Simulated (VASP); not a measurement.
A run of VASP 6.6.1 is set up as follows.

Contents of INCAR:

```
PREC = Accurate
ENCUT = 600
EDIFF = 1E-6
ISMEAR = 0
SIGMA = 0.1
LREAL = False
LASPH = True
NELM = 120
ALGO = Normal
ISIF = 2
LWAVE = False
LCHARG = False
GGA = CA
NBANDS = 33
GGA_COMPAT = False
```

Contents of KPOINTS:

```
Automatic mesh
0
Gamma
  4 4 6
```

File POSCAR:

```
TiO2
1.0
    4.5541804824      0.0000000000      0.0000000000
    0.0000000000      4.5541804824      0.0000000000
    0.0000000000      0.0000000000      2.9107153518
Ti O
2 4
Direct
    0.0000000000      0.0000000000      0.0000000000
    0.5000000000      0.5000000000      0.5000000000
    0.6950000000      0.6950000000      0.0000000000
    0.3050000000      0.3050000000      0.0000000000
    0.8050000000      0.1950000000      0.5000000000
    0.1950000000      0.8050000000      0.5000000000
```

Potentials or basis: VASP PAW LDA potentials, release 64 (Ti_sv, O).

Command:

```bash
$ cat potpaw_LDA.64/Ti_sv/POTCAR potpaw_LDA.64/O/POTCAR > POTCAR
$ mpirun -np 1 vasp_std > vasp.out
```

(1) What does it give for the band gap on the k mesh?

(2) Predict the largest force.

## Answers

(1) 1.88 eV.

(2) 0.191 eV/Å.
